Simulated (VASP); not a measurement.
# KNaBi2O6: single point with PBE

KNaBi2O6:

```
K Na Bi O
1.0
     4.13840   -4.16790    0.00000
     4.13840    4.16790    0.00000
     0.00000    0.00000    4.27801
K Na Bi O
1 1 2 6
Direct
  0.50000 0.50000 0.50000
  0.00000 0.00000 0.50000
  0.00000 0.50000 0.00000
  0.50000 0.00000 0.00000
  0.00000 0.50000 0.50000
  0.50000 0.00000 0.50000
  0.30849 0.69151 0.00000
  0.69151 0.30849 0.00000
  0.81634 0.81634 0.00000
  0.18366 0.18366 0.00000
```

```yaml
Program: VASP 6.6.1
Task: single point
Functional: PBE
Potentials_or_basis: VASP PAW PBE potentials, release 64 (K_sv, Na_pv, Bi_d, O)
Cutoff: 520 eV
k_mesh: 6 × 6 × 10
Occupations: gaussian, width 0.1 eV
Spin: no spin polarisation
Dipole_correction: no
Further_INCAR_settings: ALGO = Normal; EDIFF = 1e-06; NBANDS = 52
```

- Pressure: 0.3 GPa
- Largest force: 0.024 eV/Å
- Band gap on the k mesh: zero (bands 41 and 42 overlap by 0.29 eV)

Forces on the atoms (eV/Å):
```
K    0.000  0.000  0.000
Na   0.000  0.000  0.000
Bi   0.000  0.000  0.000
Bi   0.000  0.000  0.000
O    0.000  0.000  0.000
O    0.000  0.000  0.000
O    0.000  0.001  0.000
O    0.000 -0.001  0.000
O    0.024  0.000  0.000
O   -0.024  0.000  0.000
```

Levels at points of the mesh, in eV from the Fermi level:
```csv
k point,band 39,band 40,band 41,band 42,band 43,band 44
"(0.00, 0.00, 0.00)",-0.75,-0.71,-0.66,-0.26,3.12,6.03
"(0.50, 0.00, 0.00)",-0.81,-0.68,-0.67,0.68,0.73,6.82
"(0.50, 0.50, 0.00)",-0.80,-0.74,-0.73,1.23,1.50,6.54
"(0.00, 0.00, 0.50)",-0.51,0.02,0.03,1.94,4.73,5.34
"(0.50, 0.00, 0.50)",-0.48,-0.26,-0.26,2.67,2.70,6.17
"(0.50, 0.50, 0.50)",-0.73,-0.08,-0.03,3.22,3.39,6.06
```

Run time: 8 min on 1 thread of Intel(R) Xeon(R) Platinum 8559C (Emerald Rapids), with other jobs on the host, peak memory 0.61 GiB.

Caveat: spin-orbit coupling is left out, which moves the levels of the heavy elements.
